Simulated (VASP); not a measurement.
# NaF (P6_3/mmc) in VASP: single point with PBE

Aim: the single point of NaF with PBE.

Everything below comes from runs of VASP 6.6.1. Logs are shortened: lines on timing, memory, paths and dates and some standing lists are left out, and cuts for length are marked.

## (1) The cell of the first run

Symmetry: P6_3/mmc, No. 194, hexagonal system. The conventional cell has a = 3.230 Å, b = 3.230 Å, c = 5.659 Å, α = 90.00°, β = 90.00°, γ = 120.00°. Na (site symmetry -3m) has 6 F at 2.34 Å and 2 Na at 2.83 Å within 3.1 Å. F (site symmetry -6m2) has 6 Na at 2.34 Å within 3.1 Å.

## (2) Single point, PBE (12.78 Å³/atom)

File INCAR:

```
SYSTEM = NaF
  ALGO = Normal
  EDIFF = 1E-6
  ENCUT = 520
  GGA = PE
  ISIF = 2
  ISMEAR = 0
  LASPH = .True.
  LCHARG = .False.
  LREAL = .False.
  LWAVE = .False.
  NBANDS = 22
  NELM = 60
  PREC = Accurate
  SIGMA = 0.01
```

File KPOINTS:

```
k-points
0
Gamma
  6 6 2
  0 0 0
```

File POSCAR:

```
NaF
1.0
    3.2296546245      0.0000000000      0.0000000000
   -1.6148273123      2.7969629503      0.0000000000
    0.0000000000      0.0000000000      5.6589198927
Na F
2 2
Direct
    0.0000000000      0.0000000000      0.0000000000
    0.0000000000      0.0000000000      0.5000000000
    0.3333333333      0.6666666667      0.2500000000
    0.6666666667      0.3333333333      0.7500000000
```

Potentials or basis: VASP PAW PBE potentials, release 64 (Na_pv, F).

Command:

```bash
$ cat potpaw_PBE.64/Na_pv/POTCAR potpaw_PBE.64/F/POTCAR > POTCAR
$ mpirun -np 1 vasp_std > vasp.out
```

OUTCAR:

```text
SYSTEM = NaF
   EDIFF = 1E-6
   ENCUT = 520
   GGA = PE
   ISIF = 2
   ISMEAR = 0
   LASPH = .True.
   LREAL = .False.
   NELM = 60
   PREC = Accurate

 ion  position               nearest neighbor table
   1  0.000  0.000  0.000-   3 2.34   4 2.34   4 2.34   3 2.34   4 2.34   3 2.34
   2  0.000  0.000  0.500-   3 2.34   4 2.34   4 2.34   3 2.34   4 2.34   3 2.34
   3  0.333  0.667  0.250-   1 2.34   2 2.34   1 2.34   2 2.34   1 2.34   2 2.34
   4  0.667  0.333  0.750-   1 2.34   2 2.34   1 2.34   2 2.34   1 2.34   2 2.34

  LATTYP: Found a hexagonal cell.
 ALAT       =     3.2296546245
 C/A-ratio  =     1.7521749384

  Lattice vectors:

 A1 = (   3.2296546245,   0.0000000000,   0.0000000000)
 A2 = (  -1.6148273123,   2.7969629503,   0.0000000000)
 A3 = (   0.0000000000,   0.0000000000,   5.6589198927)

Analysis of symmetry for initial positions (statically):
=====================================================================
 Subroutine PRICEL returns:
 Original cell was already a primitive cell.

 Routine SETGRP: Setting up the symmetry group for a
 hexagonal supercell.

 Subroutine GETGRP returns: Found 24 space group operations
 (whereof 12 operations were pure point group operations)
 out of a pool of 24 trial point group operations.

The static configuration has the point symmetry D_3d.
 The point group associated with its full space group is D_6h.

Analysis of symmetry for dynamics (positions and initial velocities):
=====================================================================
 Subroutine PRICEL returns:
 Original cell was already a primitive cell.

 Routine SETGRP: Setting up the symmetry group for a
 hexagonal supercell.

 Subroutine GETGRP returns: Found 24 space group operations
 (whereof 12 operations were pure point group operations)
 out of a pool of 24 trial point group operations.

The dynamic configuration has the point symmetry D_3d.
 The point group associated with its full space group is D_6h.

 Subroutine INISYM returns: Found 24 space group operations
 (whereof 12 operations are pure point group operations),
 and found     1 'primitive' translations

----------------------------------------------------------------------------------------

                                     Primitive cell

  volume of cell :      51.1183

  direct lattice vectors                    reciprocal lattice vectors
     3.229654625  0.000000000  0.000000000     0.309630631  0.178765328  0.000000000
    -1.614827312  2.796962950  0.000000000     0.000000000  0.357530657  0.000000000
     0.000000000  0.000000000  5.658919893     0.000000000  0.000000000  0.176712168

  length of vectors
     3.229654625  3.229654625  5.658919893     0.357530657  0.357530657  0.176712168

  position of ions in fractional coordinates (direct lattice)
     0.000000000  0.000000000  0.000000000
     0.000000000  0.000000000  0.500000000
     0.333333333  0.666666667  0.250000000
     0.666666667  0.333333333  0.750000000

  ion indices of the primitive-cell ions
   primitive index   ion index
                 1           1
                 2           2
                 3           3
                 4           4

----------------------------------------------------------------------------------------

 KPOINTS: k-points

Automatic generation of k-mesh.
 Grid dimensions read from file:
 generate k-points for:    6    6    2

 Generating k-lattice:

  Cartesian coordinates                     Fractional coordinates (reciprocal lattice)
     0.051605105  0.029794221  0.000000000     0.166666667  0.000000000  0.000000000
     0.000000000  0.059588443  0.000000000     0.000000000  0.166666667  0.000000000
     0.000000000  0.000000000  0.088356084     0.000000000  0.000000000  0.500000000

  Length of vectors
     0.059588443  0.059588443  0.088356084

  Shift w.r.t. Gamma in fractional coordinates (k-lattice)
     0.000000000  0.000000000  0.000000000

 Subroutine IBZKPT returns following result:
 ===========================================

 Found     14 irreducible k-points:

 Following reciprocal coordinates:
            Coordinates               Weight
  0.000000  0.000000  0.000000      1.000000
  0.166667  0.000000  0.000000      6.000000
  0.333333  0.000000  0.000000      6.000000
  0.500000  0.000000  0.000000      3.000000
  0.166667  0.166667  0.000000      6.000000
  0.333333  0.166667  0.000000     12.000000
  0.333333  0.333333  0.000000      2.000000
  0.000000  0.000000  0.500000      1.000000
  0.166667  0.000000  0.500000      6.000000
  0.333333  0.000000  0.500000      6.000000
  0.500000  0.000000  0.500000      3.000000
  0.166667  0.166667  0.500000      6.000000
  0.333333  0.166667  0.500000     12.000000
  0.333333  0.333333  0.500000      2.000000
   k-points           NKPTS =     14   k-points in BZ     NKDIM =     14   number of bands    NBANDS=     22
   number of dos      NEDOS =    301   number of ions     NIONS =      4
   total plane-waves  NPLWV =  24192
   dimension x,y,z NGX =    24 NGY =   24 NGZ =   42
   dimension x,y,z NGXF=    48 NGYF=   48 NGZF=   84
   ions per type =               2   2
   NGX,Y,Z   is equivalent  to a cutoff of  12.35, 12.35, 12.34 a.u.
   NGXF,Y,Z  is equivalent  to a cutoff of  24.71, 24.71, 24.68 a.u.
 SYSTEM =  NaF
   PREC   = accura    normal or accurate (medium, high low for compatibility)
   ISTART =      0    job   : 0-new  1-cont  2-samecut
   ICHARG =      2    charge: 1-file 2-atom 10-const
   ISPIN  =      1    spin polarized calculation?
   LNONCOLLINEAR =      F non collinear calculations
   LSORBIT =      F    spin-orbit coupling
   LASPH  =      T    aspherical Exc in radial PAW
   ENCUT  =  520.0 eV  38.22 Ry    6.18 a.u.   6.01  6.01 10.52*2*pi/ulx,y,z
   NELM   =     60;   NELMIN=  2; NELMDL= -5     # of ELM steps
   EDIFF  = 0.1E-05   stopping-criterion for ELM
   LREAL  =      F    real-space projection
[... 7 lines left out ...]
   TEBEG  =    0.0;   TEEND  =   0.0 temperature during run
   PSTRESS=    0.0 pullay stress
   NELECT =      28.0000    total number of electrons
   NUPDOWN=      -1.0000    fix difference up-down
   EMIN   =  10.00;   EMAX   =-10.00  energy-range for DOS
   EFERMI =   0.00;   METHOD = LEGACY
   ISMEAR =     0;   SIGMA  =   0.01  broadening in eV -4-tet -1-fermi 0-gaus
   EFERMI_NEDOS =   21; number of points for ismear=-14 and -15
   IALGO  =     38    algorithm
   IMIX   =      4    mixing-type and parameters
     AMIX     =   0.40;   BMIX     =  1.00
     AMIX_MAG =   1.60;   BMIX_MAG =  1.00
  volume/ion in A,a.u.               =      12.78        86.24
  Fermi-wavevector in a.u.,A,eV,Ry     =   1.339477  2.531245 24.411569  1.794200
  Thomas-Fermi vector in A             =   2.467866
   LORBIT       =      0    0 simple, 1 ext, 2 COOP (PROOUT), +10 PAW based schemes
   GGA     = PE    functional components
   LHFCALC =     F    Hartree Fock is set to
   AEXX    =    0.0000 exact exchange contribution
   IVDW    =     0    specifies the selected vdW correction
   LEPSILON=     F    determine dielectric tensor
   LRPA    =     F    only Hartree local field effects (RPA)
 non-spin polarized calculation
 Gauss-broadening in eV      SIGMA  =   0.01
  energy-cutoff  :      520.00
  volume of cell :       51.12
 maximum number of plane-waves:      1404
   NGX = 13   NGY = 13   NGZ = 21

 number of electron      27.9999987 magnetization

 Free energy of the ion-electron system (eV)
  ---------------------------------------------------
  ext. energy  EPLUGINS =         0.00000000
  ---------------------------------------------------
  free energy    TOTEN  =       -16.95909003 eV

  energy without entropy =      -16.95909003  energy(sigma->0) =      -16.95909003

 E-fermi :  -1.9539     XC(G=0):  -9.0233

 val. band max:       -2.1065940453   @ k =   0.0000   0.0000   0.0000
 cond. band min:       3.9727007330   @ k =   0.0000   0.0000   0.0000
 fundamental gap:      6.0792947783
 Fermi energy:        -1.9539369948

 k-point     1 :       0.0000    0.0000    0.0000
  band No.  band energies     occupation
      1     -22.1457      2.00000
      2     -21.3790      2.00000
      3     -21.3790      2.00000
      4     -21.3494      2.00000
      5     -21.3494      2.00000
      6     -21.3237      2.00000
[... 14 lines left out ...]
     21      18.4612      0.00000
     22      18.4612      0.00000

 k-point     2 :       0.1667    0.0000    0.0000
  band No.  band energies     occupation
      1     -22.0543      2.00000
      2     -21.6816      2.00000
      3     -21.3869      2.00000
      4     -21.3795      2.00000
      5     -21.3557      2.00000
      6     -21.3194      2.00000
[... 14 lines left out ...]
     21      17.6424      0.00000
     22      17.8538      0.00000

 k-point     3 :       0.3333    0.0000    0.0000
  band No.  band energies     occupation
      1     -21.9782      2.00000
      2     -21.7374      2.00000
      3     -21.4390      2.00000
      4     -21.4026      2.00000
      5     -21.3683      2.00000
      6     -21.3109      2.00000
[... 14 lines left out ...]
     21      17.7275      0.00000
     22      17.8029      0.00000

 k-point     4 :       0.5000    0.0000    0.0000
  band No.  band energies     occupation
      1     -22.0424      2.00000
      2     -21.5491      2.00000
      3     -21.4683      2.00000
      4     -21.4104      2.00000
      5     -21.3746      2.00000
      6     -21.3067      2.00000
[... 14 lines left out ...]
     21      17.3573      0.00000
     22      17.7792      0.00000

 k-point     5 :       0.1667    0.1667    0.0000
  band No.  band energies     occupation
      1     -21.9024      2.00000
      2     -21.8455      2.00000
      3     -21.4183      2.00000
      4     -21.4177      2.00000
      5     -21.3710      2.00000
      6     -21.3131      2.00000
[... 167 lines left out ...]
 k-point    12 :       0.1667    0.1667    0.5000
  band No.  band energies     occupation
      1     -21.8338      2.00000
      2     -21.8338      2.00000
      3     -21.4344      2.00000
      4     -21.4344      2.00000
      5     -21.3905      2.00000
      6     -21.3905      2.00000
[... 14 lines left out ...]
     21      16.9676      0.00000
     22      16.9676      0.00000

 k-point    13 :       0.3333    0.1667    0.5000
  band No.  band energies     occupation
      1     -21.8118      2.00000
      2     -21.8118      2.00000
      3     -21.4380      2.00000
      4     -21.4380      2.00000
      5     -21.4160      2.00000
      6     -21.4160      2.00000
[... 14 lines left out ...]
     21      17.0257      0.00000
     22      17.0257      0.00000

 k-point    14 :       0.3333    0.3333    0.5000
  band No.  band energies     occupation
      1     -21.7908      2.00000
      2     -21.7908      2.00000
      3     -21.4532      2.00000
      4     -21.4532      2.00000
      5     -21.4288      2.00000
      6     -21.4288      2.00000
[... 14 lines left out ...]
     21      17.4543      0.00000
     22      17.4543      0.00000

------------------------ aborting loop because EDIFF is reached ----------------------------------------

  FORCE on cell =-STRESS in cart. coord.  units (eV):
  Direction    XX          YY          ZZ          XY          YZ          ZX
  --------------------------------------------------------------------------------------
  -------------------------------------------------------------------------------------
  Total        0.2684896      0.2684896      0.2768655     -0.0000000      0.0000000     -0.0000000
  in kB        8.4151468      8.4151468      8.6776694     -0.0000000      0.0000000     -0.0000000
  external PRESSURE =       8.5026544 kB  Pullay stress =       0.0000000 kB

 VOLUME and BASIS-vectors are now :
 -----------------------------------------------------------------------------
  energy-cutoff  :      520.00
  volume of cell :       51.12
      direct lattice vectors                 reciprocal lattice vectors
     3.229654625  0.000000000  0.000000000     0.309630631  0.178765328  0.000000000
    -1.614827312  2.796962950  0.000000000     0.000000000  0.357530657  0.000000000
     0.000000000  0.000000000  5.658919893     0.000000000  0.000000000  0.176712168

 POSITION                                       TOTAL-FORCE (eV/Angst)
 -----------------------------------------------------------------------------------
      0.00000      0.00000      0.00000        -0.000000      0.000000      0.000000
      0.00000      0.00000      2.82946         0.000000      0.000000      0.000000
     -0.00000      1.86464      1.41473         0.000000      0.000000     -0.000000
      1.61483      0.93232      4.24419        -0.000000     -0.000000      0.000000
 -----------------------------------------------------------------------------------
    total drift:                               -0.000000      0.000000     -0.000000

  FREE ENERGIE OF THE ION-ELECTRON SYSTEM (eV)
  ---------------------------------------------------
  free  energy   TOTEN  =       -16.9590900348 eV

  energy  without entropy=      -16.9590900348  energy(sigma->0) =      -16.95909003
```

Run time: 21 s. Hardware: 1 thread of Intel Xeon 8259CL, shared host; peak memory 0.15 GiB.

What came out:

```
Free energy            : -16.9591 eV
Pressure               : 0.9 GPa
Band gap on the k mesh : 6.08 eV
```

Levels at points of the mesh, in eV from the valence-band top:
| k point | band 11 | band 12 | band 13 | band 14 | band 15 | band 16 | band 17 | band 18 |
| --- | --- | --- | --- | --- | --- | --- | --- | --- |
| (0.00, 0.00, 0.00) | -0.19 | -0.19 | 0.00 | 0.00 | 6.08 | 10.53 | 11.66 | 16.83 |
| (0.50, 0.00, 0.00) | -0.77 | -0.53 | -0.36 | -0.27 | 10.55 | 11.95 | 13.45 | 13.82 |
| (0.00, 0.00, 0.50) | -0.09 | -0.09 | -0.09 | -0.09 | 7.81 | 7.81 | 14.51 | 14.51 |
| (0.50, 0.00, 0.50) | -0.50 | -0.50 | -0.32 | -0.32 | 11.52 | 11.52 | 12.60 | 12.60 |

Caveat: the k points lie up to 0.56 Å⁻¹ apart.
